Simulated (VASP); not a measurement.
Runs of VASP 6.6.1 on C. The structure is that of space group Fmmm (No. 69), or close to it. The cells are those of the table. 

```csv
cell,pressure (GPa),largest force (eV/Å)
"a = 2.346, b = 2.346, c = 8.438 Å, angles 90.0, 90.0, 123.9°, 4 atoms",(b),2.41
"a = 2.318, b = 2.318, c = 8.070 Å, angles 90.0, 90.0, 117.3°, 4 atoms",42.8,1.49
"a = 2.339, b = 2.339, c = 8.363 Å, angles 90.0, 90.0, 122.6°, 4 atoms",60.1,1.57
"a = 2.333, b = 2.333, c = 8.289 Å, angles 90.0, 90.0, 121.3°, 4 atoms",(a),0.75
"a = 2.381, b = 2.381, c = 8.461 Å, angles 90.0, 90.0, 121.3°, 4 atoms",33.5,0.57
"a = 2.315, b = 2.315, c = 7.999 Å, angles 90.0, 90.0, 115.9°, 4 atoms",39.7,2.22
"a = 2.322, b = 2.322, c = 8.143 Å, angles 90.0, 90.0, 118.7°, 4 atoms",46.5,0.73
"a = 2.592, b = 2.592, c = 9.149 Å, angles 90.0, 90.0, 120.0°, 4 atoms",-23.8,-
```

Alike in all rows: task single point; level PBE; potentials or basis VASP PAW PBE potentials, release 64 (C); no spin polarisation; k mesh 21 × 21 × 6; cutoff (eV) 520; smearing gaussian 0.15 eV.

Task: Fill in the values left out.

Result: (a) 55.2; (b) 65.5.

Caveats: this functional lacks dispersion, which binds layers or chains, so the pressure and a relaxed spacing across them are unreliable; forces of over 1 eV/Å act on the atoms, so gaps and moduli don't describe the material at rest (at least some runs); the stress differs along the axes, from -0 to 139 GPa (at least some runs); the stress differs along the axes, from 0 to 90 GPa (at least some runs); the stress differs along the axes, from -0 to 117 GPa (at least some runs); the stress differs along the axes, from 0 to 96 GPa (at least some runs); the stress differs along the axes, from -0 to 62 GPa (at least some runs).
